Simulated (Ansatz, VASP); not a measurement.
Li4Pt3: VASP beside Ansatz

```
Li Pt
1.0
    -2.88776    2.88776    2.88776
     2.88776   -2.88776    2.88776
     2.88776    2.88776   -2.88776
Li Pt
4 3
Direct
  0.50000 0.50000 0.50000
  0.00000 0.00000 0.50000
  0.00000 0.50000 0.00000
  0.50000 0.00000 0.00000
  0.00000 0.50000 0.50000
  0.50000 0.00000 0.50000
  0.50000 0.50000 0.00000
```

Alike in both runs: task relaxation of cell and atoms; functional PBE; k mesh 4 × 4 × 4; occupations gaussian, width 0.1 eV; no spin polarisation.

```csv
,VASP,Ansatz
version,VASP 6.6.1,Ansatz 0.2.0
potentials or method,"VASP PAW PBE potentials, release 64 (Li_sv, Pt), cutoff 600 eV","scalar-relativistic, plane waves, PAW"
valence electrons in the cell,42,66
```

|  | VASP | Ansatz | Ansatz less VASP |
| --- | --- | --- | --- |
| gap on the k mesh at the Fermi level, each at its own relaxed structure (eV) | none | none | - |
| relaxed volume (Å³/atom) | 14.69 | 14.71 | +0.024 |
| relaxed length of the cell vector where the two differ most in proportion (Å) | 5.112 | 5.115 | +0.0028 |

A gap of «none» marks a metal or a gap that the smearing closes. VASP's potentials hold 42 valence electrons a cell and Ansatz's 66, so a difference there can come from the potentials and not from the codes.

The k mesh is coarse, so the values compare programs but aren't converged. Spin-orbit coupling is off throughout. Noted on VASP's run: the cutoff is under 1.25 times that of the potentials, so the pressure is a little rough.
